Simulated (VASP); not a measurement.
Runs of VASP 6.6.1 on PbO2. The structure is that of space group Fm-3m (No. 225), or close to it. The cells are those of the table. 

```csv
task,potentials or basis,spin,cell,k mesh,cutoff (eV),smearing,gap on the mesh (eV),pressure (GPa)
relaxation of cell and atoms,"VASP PAW PBE potentials, release 64 (Pb_d, O)",off,"relaxed from a = 3.821 Å, angles 60.0°, 3 atoms",9 × 9 × 9,600,fermi-dirac 0.05 eV,none,0.0
single point,"VASP PAW PBE potentials, release 64 (Pb_d, O)",off,"a = 3.642 Å, angles 60.0°, 3 atoms",9 × 9 × 9,520,fermi-dirac 0.05 eV,none,20.5
single point,"VASP PAW PBE potentials, release 64 (Pb_d, O)",off,"a = 3.699 Å, angles 60.0°, 3 atoms",9 × 9 × 9,520,fermi-dirac 0.05 eV,none,10.3
single point,"VASP PAW PBE potentials, release 64 (Pb_d, O)","collinear, ferrimagnetic start","a = 3.821 Å, angles 60.0°, 3 atoms","9 × 9 × 9, shifted",520,methfessel-paxton 0.1 eV,none,(b)
relaxation of cell and atoms,"VASP PAW PBE potentials, release 64 (Pb_d, O)",off,"relaxed to 5 GPa from a = 3.821 Å, angles 60.0°, 3 atoms",9 × 9 × 9,600,fermi-dirac 0.05 eV,none,5.0
single point,"VASP PAW PBE potentials, release 64 (Pb_d, O)",off,"a = 3.597 Å, angles 60.0°, 3 atoms",9 × 9 × 9,520,fermi-dirac 0.05 eV,none,(a)
single point,"VASP PAW PBE potentials, release 64 (Pb_d, O_h)",off,"a = 3.716 Å, angles 60.0°, 3 atoms",9 × 9 × 9,1340,methfessel-paxton 0.1 eV,none,7.4
relaxation of cell and atoms,"VASP PAW PBE potentials, release 64 (Pb_d, O)",off,"relaxed to 30 GPa from a = 3.821 Å, angles 60.0°, 3 atoms",9 × 9 × 9,600,fermi-dirac 0.05 eV,none,30.0
```

Alike in all rows: level PBEsol.

Question: Estimate the missing entries.

Answer: (a) 30.5; (b) -5.7.

Caveats: the PAW data sets were made with another functional, which shifts forces and pressure a little; spin-orbit coupling is left out, which moves the levels of the heavy elements; the cell stands under pressure (at least some runs); the cell is relaxed towards a set pressure, so the run minimises the enthalpy, not the energy (at least some runs); the cell stands under tension (at least some runs).

A k mesh can miss the band edges, and the runs leave out spin-orbit coupling on Pb.

A gap of «none» marks levels without a gap at the run's occupations.
